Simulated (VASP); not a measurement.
Wanted: the native input for a VASP 6.6.1 run.

```
Task                   : electric field gradients
Functional             : PBEsol
Potentials or basis    : VASP PAW PBE potentials, release 64 (K_sv, F)
Cutoff                 : 520 eV
k mesh                 : 9 × 9 × 9
Occupations            : fermi-dirac, width 0.03 eV
Spin                   : no spin polarisation
Dipole correction      : no
Further INCAR settings : ALGO = Normal; EDIFF = 1e-08; NBANDS = 15
```

The structure of KF lies in POSCAR:

```
KF
1.0
    0.0000000000      2.4641391241      2.4641391241
    2.4641391241      0.0000000000      2.4641391241
    2.4641391241      2.4641391241      0.0000000000
K F
1 1
Direct
    0.0000000000      0.0000000000      0.0000000000
    0.5000000000      0.5000000000      0.5000000000
```

One way to write it, as run:

INCAR

```
PREC = Accurate ; ENCUT = 520
EDIFF = 1E-8 ; ISMEAR = -1
SIGMA = 0.03 ; LREAL = False
LASPH = True ; NELM = 100
ALGO = Normal ; ISIF = 2
LWAVE = False ; LCHARG = False
GGA = PS ; LEFG = True
NBANDS = 15
```

KPOINTS

```
Automatic mesh
0
Gamma
  9 9 9
```

Potentials or basis: VASP PAW PBE potentials, release 64 (K_sv, F).

Launch:

```bash
$ cat potpaw_PBE.64/K_sv/POTCAR potpaw_PBE.64/F/POTCAR > POTCAR
$ mpirun -np 1 vasp_std > vasp.out
```

It gave:

The pressure is 13.2 GPa. The band gap on the k mesh is 7.39 eV (least direct gap 7.43 eV) and the largest electric field gradient by atom is zero within the noise of the run.

Caveat: the cell stands under pressure; the PAW data sets were made with another functional, which shifts forces and pressure a little; an odd mesh through Γ misses points on the zone boundary, where band edges can lie.

It took 25 s on 1 thread of Intel Xeon 8259CL (shared host), peak memory 0.16 GiB.
